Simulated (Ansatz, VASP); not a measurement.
**One calculation of PbSe, two programs**

```
Pb Se
1.0
     3.78432    0.00000    0.00000
     0.00000    3.78432    0.00000
     0.00000    0.00000    3.78432
Pb Se
1 1
Direct
  0.00000 0.00000 0.00000
  0.50000 0.50000 0.50000
```

Alike in both runs: task relaxation of cell and atoms; functional PBE; dispersion D4; k mesh 7 × 7 × 7; occupations fermi-dirac, width 0.05 eV; no spin polarisation.

|  | VASP | Ansatz |
| --- | --- | --- |
| version | VASP 6.6.1 | Ansatz 0.2.0 |
| potentials or method | VASP PAW PBE potentials, release 64 (Pb_d, Se) | Ansatz PAW |
| plane-wave cutoff (eV) | 600 | 420 |
| valence electrons in the cell | 20 | 30 |

```csv
,VASP,Ansatz,Ansatz less VASP
"gap on the k mesh at the Fermi level, each at its own relaxed structure (eV)",none,none,-
relaxed volume (Å³/atom),25.83,25.84,+0.006
relaxed cell length with the largest relative difference (Å),3.724,3.725,+0.0003
```

A gap of «none» marks a metal or a gap that the smearing closes. VASP's potentials hold 20 valence electrons a cell and Ansatz's 30, so a difference there can come from the potentials and not from the codes.

Spin-orbit coupling is off throughout. Noted on Ansatz's run: the plane-wave basis is chosen anew once the cell has moved, so the energies of steps on either side of that aren't comparable.
